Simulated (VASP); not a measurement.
Here is a VASP 6.6.1 calculation.

INCAR

```
SYSTEM = CuSn3
PREC = Accurate
ENCUT = 520
EDIFF = 1E-6
ISMEAR = -1
SIGMA = 0.05
LREAL = .FALSE.
LASPH = .TRUE.
NELM = 80
ALGO = Fast
ISIF = 2
LWAVE = .FALSE.
LCHARG = .FALSE.
GGA = PS
NBANDS = 34
```

Contents of KPOINTS:

```
Automatic mesh
0
G
  8 8 8
  0 0 0
```

POSCAR

```
CuSn3
1.0
   -2.2838338198      2.2838338198      4.9662322526
    2.2838338198     -2.2838338198      4.9662322526
    2.2838338198      2.2838338198     -4.9662322526
Sn Cu
3 1
Direct
    0.5000000000      0.5000000000      0.0000000000
    0.2500000000      0.7500000000      0.5000000000
    0.7500000000      0.2500000000      0.5000000000
    0.0000000000      0.0000000000      0.0000000000
```

Potentials or basis: VASP PAW PBE potentials, release 64 (Sn_d, Cu).

Launch:

```bash
$ cat potpaw_PBE.64/Sn_d/POTCAR potpaw_PBE.64/Cu/POTCAR > POTCAR
$ mpirun -np 1 vasp_std > vasp.out
```

(1) What does it give for the pressure?

(2) What does it give for the band gap on the k mesh?

Answers

(1) -6.3 GPa.

(2) zero (an odd number of electrons rules out a gap without spin polarisation).

Caveat: the cell stands under tension; the PAW data sets were made with another functional, which shifts forces and pressure a little; spin-orbit coupling is left out, which moves the levels of the heavy elements.
